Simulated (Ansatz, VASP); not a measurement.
# LiH in VASP and in Ansatz

Contents of INCAR:

```
PREC = Accurate
ENCUT = 520
EDIFF = 1E-6
ISMEAR = -1
SIGMA = 0.03
LREAL = F
LASPH = T
NELM = 100
ALGO = Normal
ISIF = 2
LWAVE = F
LCHARG = F
NBANDS = 9
```

KPOINTS

```
regular mesh
0
Gamma
  11 11 11
```

Contents of POSCAR:

```
LiH
1.0
    0.0000000000      2.0050304164      2.0050304164
    2.0050304164      0.0000000000      2.0050304164
    2.0050304164      2.0050304164      0.0000000000
Li H
1 1
Direct
    0.0000000000      0.0000000000      0.0000000000
    0.5000000000      0.5000000000      0.5000000000
```

Input for Ansatz:

```yaml
crystal:
  lattice:
    - [0.0, 2.0050304164, 2.0050304164]
    - [2.0050304164, 0.0, 2.0050304164]
    - [2.0050304164, 2.0050304164, 0.0]
  atoms:
    - { symbol: Li, position: [0.0, 0.0, 0.0] }
    - { symbol: H, position: [0.5, 0.5, 0.5] }
kpoints:
  mp_grid: { grid: [11, 11, 11] }
  band_path:
    path:
      - [0.0, 0.0, 0.0]
      - [0.5, 0.0, 0.5]
      - [0.625, 0.25, 0.625]
      - [0.375, 0.375, 0.75]
      - [0.0, 0.0, 0.0]
      - [0.5, 0.5, 0.5]
      - [0.5, 0.25, 0.75]
      - [0.5, 0.0, 0.5]
    npoints: 5
scf:
  occupations: { method: fermi_dirac, width: 0.03 }
hamiltonian:
  xc: lda
  pseudopotentials: { kind: all_electron, lapw: { basis_error: 0.001 } }
output:
  forces: true
  stress: true
  eigenvalues: true
```

Change from the starting cell: volume scaled by 0.96.

Alike in both runs: task single point; functional LDA; k mesh 11 × 11 × 11; occupations fermi-dirac, width 0.03 eV; no spin polarisation.

|  | VASP | Ansatz |
| --- | --- | --- |
| version | VASP 6.6.1 | Ansatz 0.2.0 |
| potentials or method | VASP PAW LDA potentials, release 64 (Li_sv, H), cutoff 520 eV | all-electron LAPW, scalar-relativistic |

Ansatz gave:

| Quantity | Value |
| --- | --- |
| gap on the k mesh at the Fermi level (eV) | 2.82 |

What did VASP give for the same quantities?

gap on the k mesh at the Fermi level (eV): 2.81.

LDA's correlation is that of Perdew and Zunger in VASP and of Perdew and Wang (1992) in Ansatz. Ansatz ran all-electron here, and VASP with PAW potentials.

Noted on VASP's run: the cutoff is short for stress, so the pressure is rough.
